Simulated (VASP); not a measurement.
**SnO2: single point with LDA**

Crystal: SnO2.

```xyz
6
Lattice="4.8288 0.0000 0.0000 0.0000 4.2806 0.0000 0.0000 0.0000 2.8917" Properties=species:S:1:pos:R:3 pbc="T T T"
Sn    2.4144    2.1403    1.4458
Sn    0.0000    0.0000    0.0000
O     1.6790    1.0405    0.0000
O     4.0934    1.0999    1.4458
O     0.7354    3.1808    1.4458
O     3.1499    3.2402    0.0000
```

```json
{
 "Program": "VASP 6.6.1",
 "Task": "single point",
 "Functional": "LDA",
 "Potentials or basis": "VASP PAW LDA potentials, release 64 (Sn_d, O)",
 "Cutoff": "520 eV",
 "k mesh": "6 × 6 × 10",
 "Occupations": "gaussian, width 0.05 eV",
 "Spin": "no spin polarisation",
 "Dipole correction": "no",
 "Further INCAR settings": "ALGO = Normal; EDIFF = 1e-06; NBANDS = 35"
}
```

```
Pressure               : 47.3 GPa
Largest force          : 0.050 eV/Å
Band gap on the k mesh : 3.32 eV, indirect (least direct gap 3.42 eV)
```

Forces on the atoms (eV/Å):
```
Sn   0.000  0.000  0.000
Sn   0.000  0.000  0.000
O   -0.011 -0.049  0.000
O   -0.011  0.049  0.000
O    0.011 -0.049  0.000
O    0.011  0.049  0.000
```

Stress tensor (GPa, compression positive):
```
36.40  0.00  0.00
 0.00 40.32  0.00
 0.00  0.00 65.32
```

Levels at points of the mesh, in eV from the valence-band top:
| k point | band 24 | band 25 | band 26 | band 27 | band 28 | band 29 |
| --- | --- | --- | --- | --- | --- | --- |
| (0.00, 0.00, 0.00) | -0.44 | -0.40 | -0.10 | 3.32 | 7.15 | 8.26 |
| (0.50, 0.00, 0.00) | -0.44 | -0.32 | -0.32 | 6.39 | 6.39 | 9.58 |
| (0.00, 0.50, 0.00) | -0.66 | -0.16 | -0.16 | 5.84 | 5.84 | 7.94 |
| (0.50, 0.50, 0.00) | -0.71 | -0.20 | -0.20 | 7.06 | 7.06 | 8.61 |
| (0.00, 0.00, 0.50) | -1.89 | -0.48 | -0.48 | 7.89 | 7.89 | 10.28 |
| (0.50, 0.00, 0.50) | -0.90 | -0.06 | -0.06 | 7.79 | 7.79 | 8.28 |
| (0.00, 0.50, 0.50) | -0.55 | -0.36 | -0.36 | 8.29 | 8.29 | 9.26 |
| (0.50, 0.50, 0.50) | -1.13 | -0.47 | -0.47 | 6.15 | 6.15 | 9.64 |

It took 76 s on 1 thread of Intel Xeon 6975P-C (shared host), peak memory 0.26 GiB.

Caveat: spin-orbit coupling is left out, which moves the levels of the heavy elements. LDA gaps usually lie below the measured ones, often by a third to a half.
